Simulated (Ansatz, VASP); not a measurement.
One calculation of InP, two programs

INCAR

```
SYSTEM = InP
PREC = Accurate ; ENCUT = 500
EDIFF = 1E-6 ; ISMEAR = 0
SIGMA = 0.1 ; LREAL = .False.
LASPH = .True. ; NELM = 120
ALGO = Normal ; ISIF = 2
LWAVE = .False. ; LCHARG = .True.
GGA = PE ; LELF = .True.
LVHAR = .True. ; NBANDS = 16
GGA_COMPAT = .False.
```

KPOINTS

```
regular mesh
0
Gamma
  2 2 2
  0 0 0
```

Contents of POSCAR:

```
InP
1.0
    0.0000000000      2.9519763857      2.9519763857
    2.9519763857      0.0000000000      2.9519763857
    2.9519763857      2.9519763857      0.0000000000
In P
1 1
Direct
    0.0000000000      0.0000000000      0.0000000000
    0.2500000000      0.2500000000      0.2500000000
```

Input for Ansatz:

```yaml
crystal:
  lattice:
    - [0.0, 2.9519763857, 2.9519763857]
    - [2.9519763857, 0.0, 2.9519763857]
    - [2.9519763857, 2.9519763857, 0.0]
  atoms:
    - { symbol: In, position: [0.0, 0.0, 0.0] }
    - { symbol: P, position: [0.25, 0.25, 0.25] }
basis:
  ecutwfc: 420
kpoints:
  mp_grid: { grid: [2, 2, 2] }
hamiltonian:
  xc: pbe
scf:
  occupations: { method: gaussian, width: 0.1 }
output:
  forces: true
  stress: true
  eigenvalues: true
```

Alike in both runs: task single point; functional PBE; k mesh 2 × 2 × 2; occupations gaussian, width 0.1 eV; no spin polarisation.

```csv
,VASP,Ansatz
version,VASP 6.6.1,Ansatz 0.2.0
potentials or method,"VASP PAW PBE potentials, release 64 (In_d, P), cutoff 500 eV","scalar-relativistic, plane waves, PAW"
valence electrons in the cell,18,18
```

```csv
,VASP,Ansatz,Ansatz less VASP
gap on the k mesh at the Fermi level (eV),0.48,0.49,+0.004
least direct gap on the mesh (eV),0.48,0.49,+0.004
pressure (GPa),5.5,5.6,+0.04
```

The k mesh is coarse, so the values compare programs but aren't converged.
